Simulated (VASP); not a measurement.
A run of VASP 6.6.1:

The input INCAR:

```
PREC = Accurate
ENCUT = 520
EDIFF = 1E-6
ISMEAR = 0
SIGMA = 0.1
LREAL = Auto
LASPH = T
NELM = 60
ALGO = Normal
ISIF = 2
LWAVE = F
LCHARG = F
GGA = PE
NBANDS = 76
```

File KPOINTS:

```
regular mesh
0
Gamma
  4 4 3
```

The input POSCAR:

```
HC28
1.0
    1.2332663983     -6.4082401833      0.0000000000
    4.9330655932      4.2721601222      0.0000000000
    0.0000000000      0.0000000000      8.4654490661
C H
28 1
Direct
    0.8387573356      0.1970240904      0.2437812789
    0.4097585968      0.0482141351      0.2494235077
   -0.0146616877     -0.0955047575      0.2438831046
    0.6950748958      0.4777606221      0.2494142937
    0.2655333082      0.3335612840      0.2493900777
    0.5462621358      0.7579182139      0.2438666849
    0.1234413466      0.6198240987      0.2566773461
    0.8744677915      0.3787858120      0.7557716017
    0.4458816875      0.2359295808      0.7557964084
    0.0174618135      0.0931213914      0.7557867220
    0.7315563963      0.6643203939      0.7556472138
    0.3030357645      0.5216513191      0.7557819969
    0.5885992563      0.9501826454      0.7557674673
    0.1601532751      0.8073343587      0.7557693573
    0.6490493168      0.2415978998      0.2487899914
    0.2196105314      0.0942399208      0.2487977878
    0.7901164958     -0.0468862862      0.2073041827
    0.5017012281      0.5236781641      0.2488012134
    0.0750372340      0.3818692586      0.2515097526
    0.3614227570      0.8093935470      0.2515245185
    0.9338783858      0.6682319755      0.2515379850
    0.9220799284      0.6168433706      0.7557399436
    0.4934623808      0.4739572955      0.7557231696
    0.0649843713      0.3312175619      0.7558150725
    0.7792006030      0.9025079830      0.7557385261
    0.3505649892      0.7596900766      0.7558105837
    0.6363342560      0.1883470484      0.7557849501
    0.2078772736      1.0454557812      0.7558114106
    0.7900753555      0.9527186540      0.0740208812
```

Potentials or basis: VASP PAW PBE potentials, release 64 (C, H).

Command:

```console
$ cat potpaw_PBE.64/C/POTCAR potpaw_PBE.64/H/POTCAR > POTCAR
$ mpirun -np 1 vasp_std > vasp.out
```

Hardware: 1 thread of Intel(R) Xeon(R) Platinum 8259CL CPU @ 2.50GHz (Skylake/Cascade Lake), with other jobs on the host.

Problem. How long does it take, and how much memory?

Solution. Run time: 15 min on 1 thread of Intel(R) Xeon(R) Platinum 8259CL CPU @ 2.50GHz (Skylake/Cascade Lake) (shared host), peak memory 0.61 GiB. Counts: scf iterations 16, k points 26.
